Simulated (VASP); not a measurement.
Set up this calculation in VASP 6.6.1, as the native input.

```yaml
Task: single point
Functional: PBE
Potentials_or_basis: VASP PAW PBE potentials, release 64 (Mo_sv)
Cutoff: 520 eV
k_mesh: 21 × 21 × 18
Occupations: gaussian, width 0.15 eV
Spin: no spin polarisation
Dipole_correction: no
Further_INCAR_settings: ALGO = Normal; EDIFF = 1e-07; NBANDS = 13
```

The structure of Mo lies in POSCAR:

```
Mo
1.0
    2.7765430532      0.0000000000      0.0000000000
   -1.3882715266      2.4045568187      0.0000000000
    0.0000000000      0.0000000000      2.6318361210
Mo
1
Direct
    0.0000000000      0.0000000000      0.5000000000
```

This cell differs from its parent crystal: strain +0.015 along x and y, +0.030 along z.

These files were run (other wordings do the same):

INCAR

```
SYSTEM = Mo
PREC     = Accurate       ! precision mode
ENCUT    = 520            ! plane-wave cutoff, eV
EDIFF    = 1E-7           ! SCF threshold, eV
ISMEAR   = 0              ! smearing method
SIGMA    = 0.15           ! smearing width, eV
LREAL    = .FALSE.        ! projectors in reciprocal space
LASPH    = .TRUE.         ! aspherical terms in the spheres
NELM     = 100            ! most SCF steps
ALGO     = Normal         ! electronic algorithm
ISIF     = 2              ! what is computed and relaxed
LWAVE    = .FALSE.        ! write WAVECAR
LCHARG   = .FALSE.        ! write CHGCAR
GGA      = PE             ! functional
NBANDS   = 13             ! bands
```

KPOINTS

```
Automatic mesh
0
G
  21 21 18
  0 0 0
```

Potentials or basis: VASP PAW PBE potentials, release 64 (Mo_sv).

Run with:

```bash
$ cat potpaw_PBE.64/Mo_sv/POTCAR > POTCAR
$ mpirun -np 1 vasp_std > vasp.out
```

Results of the run:

The pressure is -7.6 GPa. The band gap on the k mesh is zero (band 7 reaches 11.48 eV, above the bottom of band 8 at 9.91 eV).

Caveat: the cell differs from its parent crystal (strain +0.015 along x and y, +0.030 along z).

It took 2 min on 1 thread of AMD EPYC 7R13 Processor (Zen 3), on a shared host, peak memory 0.18 GiB.
